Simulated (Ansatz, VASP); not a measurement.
Two plane-wave programs on LuSnRh4

```
Lu Sn Rh
1.0
     0.00000    3.57942    3.57942
     3.57942    0.00000    3.57942
     3.57942    3.57942    0.00000
Lu Sn Rh
1 1 4
Direct
  0.00000 0.00000 0.00000
  0.25000 0.25000 0.25000
  0.62300 0.62300 0.62300
  0.13100 0.62300 0.62300
  0.62300 0.62300 0.13100
  0.62300 0.13100 0.62300
```

Alike in both runs: task single point; functional r2SCAN; k mesh 4 × 4 × 4; occupations fermi-dirac, width 0.0231 eV; no spin polarisation.

```csv
,VASP,Ansatz
version,VASP 6.6.1,Ansatz 0.2.0
potentials or method,"VASP PAW PBE potentials, release 64 (Lu, Sn_d, Rh_pv), cutoff 660 eV",PAW plane waves
valence electrons in the cell,99,107
```

```tsv
	VASP	Ansatz	Ansatz less VASP
gap on the k mesh at the Fermi level (eV)	none	none	-
pressure (GPa)	21.6	20.2	-1.37
rms of the force components (eV/Å)	0.362	0.339	-0.0231
```

VASP's potentials were made for PBE, not for r2SCAN. Atom by atom the forces differ by 0.023 eV/Å (rms over components). A gap of «none» marks a metal or a gap that the smearing closes. VASP's potentials hold 99 valence electrons a cell and Ansatz's 107, so a difference there can come from the potentials and not from the codes.

The k mesh is coarse, so the values compare programs but aren't converged. Spin-orbit coupling is off throughout.
